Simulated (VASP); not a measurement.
# AlAs (F-43m) in VASP: a series of runs, part 2 of 2

VASP 6.6.1. The steps go on from the part before.

**3. Single point, r2SCAN**

Contents of POSCAR:

```
AlAs
1.0
    0.0000000000      2.8379010000      2.8379010000
    2.8379010000      0.0000000000      2.8379010000
    2.8379010000      2.8379010000      0.0000000000
Al As
1 1
Direct
    0.0000000000      0.0000000000      0.0000000000
    0.7500000000      0.7500000000      0.7500000000
```

Contents of INCAR.step1:

```
  PREC = Accurate
  ENCUT = 550
  ISMEAR = 0
  SIGMA = 0.01
  LREAL = False
  LASPH = True
  NELM = 120
  NBANDS = 11
  GGA = PE
  ALGO = Normal
  EDIFF = 1E-5
  LWAVE = True
  LCHARG = False
  GGA_COMPAT = False
```

Contents of INCAR.step2:

```
  PREC = Accurate
  ENCUT = 550
  EDIFF = 1E-6
  ISMEAR = 0
  SIGMA = 0.01
  LREAL = False
  LASPH = True
  NELM = 120
  ALGO = Normal
  ISIF = 2
  LWAVE = False
  LCHARG = True
  METAGGA = R2SCAN
  LMIXTAU = True
  LELF = True
  LVHAR = True
  NBANDS = 11
  ISTART = 1
  GGA_COMPAT = False
```

Contents of KPOINTS:

```
Automatic mesh
0
Gamma
  7 7 7
```

Potentials or basis: VASP PAW PBE potentials, release 64 (Al, As).

Started as:

```bash
$ cat potpaw_PBE.64/Al/POTCAR potpaw_PBE.64/As/POTCAR > POTCAR
$ cp INCAR.step1 INCAR
$ mpirun -np 1 vasp_std > vasp.out
$ cp INCAR.step2 INCAR
$ mpirun -np 1 vasp_std > vasp.out
```

OUTCAR:

```text
PREC = Accurate
   ENCUT = 550
   EDIFF = 1E-6
   ISMEAR = 0
   LREAL = False
   LASPH = True
   NELM = 120
   ISIF = 2
   METAGGA = R2SCAN
   ISTART = 1

 ion  position               nearest neighbor table
   1  0.000  0.000  0.000-   2 2.46   2 2.46   2 2.46   2 2.46
   2  0.750  0.750  0.750-   1 2.46   1 2.46   1 2.46   1 2.46

  LATTYP: Found a face centered cubic cell.
 ALAT       =     5.6758020000

  Lattice vectors:

 A1 = (   0.0000000000,   2.8379010000,   2.8379010000)
 A2 = (   2.8379010000,   0.0000000000,   2.8379010000)
 A3 = (   2.8379010000,   2.8379010000,   0.0000000000)

Analysis of symmetry for initial positions (statically):
=====================================================================
 Subroutine PRICEL returns:
 Original cell was already a primitive cell.

 Routine SETGRP: Setting up the symmetry group for a
 face centered cubic supercell.

 Subroutine GETGRP returns: Found 24 space group operations
 (whereof 24 operations were pure point group operations)
 out of a pool of 48 trial point group operations.

The static configuration has the point symmetry T_d .

[... 164 lines left out ...]
      1      -8.6748      2.00000
      2       3.5991      2.00000
      3       3.5991      2.00000
      4       3.5991      2.00000
      5       6.2385      0.00000
      6       8.2945      0.00000
      7       8.2945      0.00000
      8       8.2945      0.00000
      9      13.1038      0.00000
     10      13.1038      0.00000
     11      13.2952      0.00000
[... 253 lines left out ...]
 k-point    20 :      -0.2857    0.4286    0.1429
  band No.  band energies     occupation
      1      -6.6602      2.00000
      2      -1.5551      2.00000
      3       0.1646      2.00000
      4       1.2555      2.00000
      5       7.5123      0.00000
      6       9.6080      0.00000
      7      10.4846      0.00000
      8      10.9515      0.00000
      9      13.9395      0.00000
     10      15.2825      0.00000
     11      18.1065      0.00000

------------------------ aborting loop because EDIFF is reached ----------------------------------------

  FORCE on cell =-STRESS in cart. coord.  units (eV):
  Direction    XX          YY          ZZ          XY          YZ          ZX
  --------------------------------------------------------------------------------------
  -------------------------------------------------------------------------------------
  Total        0.0131174      0.0131174      0.0131174      0.0000000     -0.0000000      0.0000000
  in kB        0.4597667      0.4597667      0.4597667      0.0000000     -0.0000000      0.0000000
  external PRESSURE =       0.4597667 kB  Pullay stress =       0.0000000 kB

 VOLUME and BASIS-vectors are now :
 -----------------------------------------------------------------------------
  energy-cutoff  :      550.00
  volume of cell :       45.71
      direct lattice vectors                 reciprocal lattice vectors
     0.000000000  2.837901000  2.837901000    -0.176186555  0.176186555  0.176186555
     2.837901000  0.000000000  2.837901000     0.176186555 -0.176186555  0.176186555
     2.837901000  2.837901000  0.000000000     0.176186555  0.176186555 -0.176186555

 POSITION                                       TOTAL-FORCE (eV/Angst)
 -----------------------------------------------------------------------------------
      0.00000      0.00000      0.00000         0.000000      0.000000      0.000000
      4.25685      4.25685      4.25685        -0.000000     -0.000000     -0.000000
 -----------------------------------------------------------------------------------
    total drift:                               -0.000000     -0.000000     -0.000000

  FREE ENERGIE OF THE ION-ELECTRON SYSTEM (eV)
  ---------------------------------------------------
  free  energy   TOTEN  =       -22.6933559328 eV

  energy  without entropy=      -22.6933559328  energy(sigma->0) =      -22.69335593
```

OUTCAR.step1:

```text
PREC = Accurate
   ENCUT = 550
   ISMEAR = 0
   LREAL = False
   LASPH = True
[... 494 lines left out ...]
      0.00000      0.00000      0.00000        -0.000000     -0.000000     -0.000000
      4.25685      4.25685      4.25685         0.000000      0.000000      0.000000
 -----------------------------------------------------------------------------------
    total drift:                               -0.000000     -0.000000     -0.000000

  FREE ENERGIE OF THE ION-ELECTRON SYSTEM (eV)
  ---------------------------------------------------
  free  energy   TOTEN  =        -9.3762739415 eV

  energy  without entropy=       -9.3762739415  energy(sigma->0) =       -9.37627394
```

Run time: 30 s. Hardware: 1 thread of AMD EPYC 9R45 (Zen 5), shared host; peak memory 0.15 GiB.

What came out:

- Free energy: -22.6934 eV
- Pressure: 0.0 GPa
- Band gap on the k mesh: 1.92 eV, indirect (least direct gap 2.64 eV)

Caveat: the PAW data sets were made with another functional, which shifts forces and pressure a little. r2SCAN opens gaps a little over a GGA but as a rule still falls short of measured ones.

**4. Single point, PBE, non-collinear spin, zero start, spin-orbit coupling**

Contents of INCAR:

```
PREC = Accurate
ENCUT = 500
EDIFF = 1E-6
ISMEAR = 0
SIGMA = 0.01
LREAL = F
LASPH = T
NELM = 200
ALGO = Normal
ISIF = 2
LWAVE = F
LCHARG = T
MAGMOM = 0 0 0 0 0 0
LORBIT = 11
LSORBIT = T
GGA_COMPAT = F
LORBMOM = T
GGA = PE
LVHAR = T
NBANDS = 20
```

Contents of KPOINTS:

```
regular mesh
0
Gamma
  7 7 7
```

POSCAR is that of step 3.

Started as:

```bash
$ cat potpaw_PBE.64/Al/POTCAR potpaw_PBE.64/As/POTCAR > POTCAR
$ mpirun -np 1 vasp_ncl > vasp.out
```

Run time: 33 s. Hardware: 1 thread of AMD EPYC 9R45 (Zen 5), shared host; peak memory 0.25 GiB.

It converged, with:

```
Free energy                                           : -9.3876 eV
Pressure                                              : 2.2 GPa
Net moment                                            : 0.00 μB per cell
Valence electrons inside the program's atomic spheres : Al 0.77; As 2.90
```

Moments on the atoms (μB; x, y, z):
```
Al  0.00 0.00 0.00
As  0.00 0.00 0.00
```
